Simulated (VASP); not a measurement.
Here is a VASP 6.6.1 calculation.

INCAR

```
SYSTEM = Be
PREC = Accurate
ENCUT = 520
EDIFF = 1E-6
ISMEAR = -1
SIGMA = 0.1
LREAL = .FALSE.
LASPH = .TRUE.
NELM = 100
ALGO = Normal
ISIF = 2
LWAVE = .FALSE.
LCHARG = .FALSE.
GGA = PE
NBANDS = 12
```

The input KPOINTS:

```
regular mesh
0
G
  18 18 5
  0 0 0
```

The input POSCAR:

```
Be
1.0
    2.2243202262      0.0000000000      0.0000000000
   -1.1121601131      1.9263178220      0.0000000000
    0.0000000000      0.0000000000      7.0810546496
Be
4
Direct
    0.0000000000      1.0000000000      1.0000000000
    0.0000000000      0.0000000000      0.5000000000
    0.3333333333      0.6666666667      0.2500000000
    0.6666666667      0.3333333333      0.7500000000
```

Potentials or basis: VASP PAW PBE potentials, release 64 (Be).

The run is started by

```console
$ cat potpaw_PBE.64/Be/POTCAR > POTCAR
$ mpirun -np 1 vasp_std > vasp.out
```

(1) Predict the band gap on the k mesh.

(2) What does it give for the pressure?

Results:

(1) zero (band 4 reaches 8.28 eV, above the bottom of band 5 at 6.86 eV).

(2) 5.5 GPa.
